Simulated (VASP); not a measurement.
Wanted: the native input for a VASP 6.6.1 run.

| Item | Value |
| --- | --- |
| Task | single point |
| Functional | PBEsol |
| Potentials or basis | VASP PAW PBE potentials, release 64 (Eu, Pt) |
| Cutoff | 520 eV |
| k mesh | 8 × 8 × 8 |
| Occupations | gaussian, width 0.05 eV |
| Spin | collinear spin, ferromagnetic start |
| Starting moments | [7.02, 0.0, 0.0, 0.0] μB |
| Dipole correction | no |
| Further INCAR settings | ALGO = Normal; EDIFF = 1e-06; NBANDS = 36 |

The structure of EuPt3 lies in POSCAR:

```
EuPt3
1.0
    0.0493069112      3.2871274156      3.2871274156
    3.3364343268      0.0000000000      3.3364343268
    3.2871274156      3.2871274156      0.0493069112
Eu Pt
1 3
Direct
    0.0000000000      0.0000000000      0.0000000000
    0.5000000000      0.5000000000      0.5000000000
    0.2500000000      0.2500000000      0.2500000000
    0.7500000000      0.7500000000      0.7500000000
```

The input as run:

INCAR

```
SYSTEM = EuPt3
PREC = Accurate ; ENCUT = 520
EDIFF = 1E-6 ; ISMEAR = 0
SIGMA = 0.05 ; LREAL = .False.
LASPH = .True. ; NELM = 150
ALGO = Normal ; ISIF = 2
LWAVE = .False. ; LCHARG = .False.
ISPIN = 2 ; MAGMOM = 7.02 0 0 0
LORBIT = 11 ; LMAXMIX = 6
GGA = PS ; NBANDS = 36
```

KPOINTS

```
Automatic mesh
0
Gamma
  8 8 8
  0 0 0
```

Potentials or basis: VASP PAW PBE potentials, release 64 (Eu, Pt).

Run with:

```bash
$ cat potpaw_PBE.64/Eu/POTCAR potpaw_PBE.64/Pt/POTCAR > POTCAR
$ mpirun -np 1 vasp_std > vasp.out
```

Results of the run:

```
Pressure                                              : 0.1 GPa
Largest force                                         : 0.087 eV/Å
Net moment                                            : 6.53 μB per cell
Site moments                                          : Eu +6.30; Pt +0.01, -0.03 (each value once) μB
Valence electrons inside the program's atomic spheres : Eu 14.82; Pt 9.16, 9.24 (each value once)
```

Caveat: the PAW data sets were made with another functional, which shifts forces and pressure a little.

Run time: 14 min on 1 thread of AMD EPYC 9R14 (Zen 4), with other jobs on the host, peak memory 0.5 GiB.
